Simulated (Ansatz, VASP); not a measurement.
Ag in VASP and in Ansatz

The input POSCAR:

```
Ag
1.0
    0.0000000000      2.0554708021      2.0554708021
    2.0554708021      0.0000000000      2.0554708021
    2.0554708021      2.0554708021      0.0000000000
Ag
1
Direct
    0.0000000000      0.0000000000      0.0000000000
```

File INCAR.step1:

```
  PREC = Accurate
  ENCUT = 600
  ISMEAR = 0
  SIGMA = 0.1
  LREAL = False
  LASPH = True
  NELM = 100
  GGA = PE
  ALGO = Normal
  EDIFF = 1E-4
  LWAVE = True
  LCHARG = False
```

Contents of INCAR.step2:

```
  PREC = Accurate
  ENCUT = 600
  EDIFF = 1E-6
  ISMEAR = 0
  SIGMA = 0.1
  LREAL = False
  LASPH = True
  NELM = 100
  ALGO = Normal
  ISIF = 3
  LWAVE = False
  LCHARG = False
  METAGGA = R2SCAN
  LMIXTAU = True
  IBRION = 2
  NSW = 80
  EDIFFG = -0.01
  ISTART = 1
```

KPOINTS

```
regular mesh
0
Gamma
  18 18 18
```

Input for Ansatz:

```yaml
crystal:
  lattice:
    - [0.0, 2.0554708021, 2.0554708021]
    - [2.0554708021, 0.0, 2.0554708021]
    - [2.0554708021, 2.0554708021, 0.0]
  atoms:
    - { symbol: Ag, position: [0.0, 0.0, 0.0] }
basis:
  ecutwfc: 500
kpoints:
  mp_grid: { grid: [18, 18, 18] }
hamiltonian:
  xc: r2scan
scf:
  occupations: { method: gaussian, width: 0.1 }
output:
  forces: true
  stress: true
  eigenvalues: true
relax:
  adjacent_minimum: "off"
  f_tol: 0.01
  max_steps: 60
  cell: { stress_tol: 0.1 }
```

Alike in both runs: task relaxation of cell and atoms; functional r2SCAN; k mesh 18 × 18 × 18; occupations gaussian, width 0.1 eV; no spin polarisation.

```csv
,VASP,Ansatz
version,VASP 6.6.1,Ansatz 0.2.0
potentials or method,"VASP PAW PBE potentials, release 64 (Ag), cutoff 600 eV","scalar-relativistic, plane waves, PAW"
valence electrons in the cell,11,19
```

|  | VASP | Ansatz | Ansatz less VASP |
| --- | --- | --- | --- |
| gap on the k mesh at the Fermi level, each at its own relaxed structure (eV) | none | none | - |
| relaxed volume (Å³/atom) | 17.30 | 17.28 | -0.019 |
| relaxed length of the cell vector where the two differ most in proportion (Å) | 2.903 | 2.902 | -0.0011 |

VASP's potentials were made for PBE, not for r2SCAN. A gap of «none» marks a metal or a gap that the smearing closes. VASP's potentials hold 11 valence electrons a cell and Ansatz's 19, so a difference there can come from the potentials and not from the codes.
